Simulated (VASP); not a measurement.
A run of VASP 6.6.1:

The input INCAR:

```
SYSTEM = Ru
ALGO = Fast
EDIFF = 1E-6
ENCUT = 520
GGA = PS
ISIF = 2
ISMEAR = 0
LASPH = .True.
LCHARG = .False.
LREAL = .False.
LWAVE = .False.
NBANDS = 21
NELM = 60
PREC = Accurate
SIGMA = 0.15
```

Contents of KPOINTS:

```
k-points
0
Gamma
  21 21 12
  0 0 0
```

File POSCAR:

```
Ru
1.0
    2.8202142979      0.0000000000      0.0000000000
   -1.4101071489      2.4423772261      0.0000000000
    0.0000000000      0.0000000000      4.1152567034
Ru
2
Direct
    0.3333333333      0.6666666667      0.2500000000
    0.6666666667      0.3333333333      0.7500000000
```

Potentials or basis: VASP PAW PBE potentials, release 64 (Ru_pv).

The run is started by

```bash
$ cat potpaw_PBE.64/Ru_pv/POTCAR > POTCAR
$ mpirun -np 1 vasp_std > vasp.out
```

Hardware: 1 thread of Intel(R) Xeon(R) Platinum 8259CL CPU @ 2.50GHz (Skylake/Cascade Lake) (shared host).

Question: How long does it take, and how much memory?

Answer: It took 120 s on 1 thread of Intel(R) Xeon(R) Platinum 8259CL CPU @ 2.50GHz (Skylake/Cascade Lake) (shared host), peak memory 0.27 GiB. Counts: scf iterations 13, k points 336.
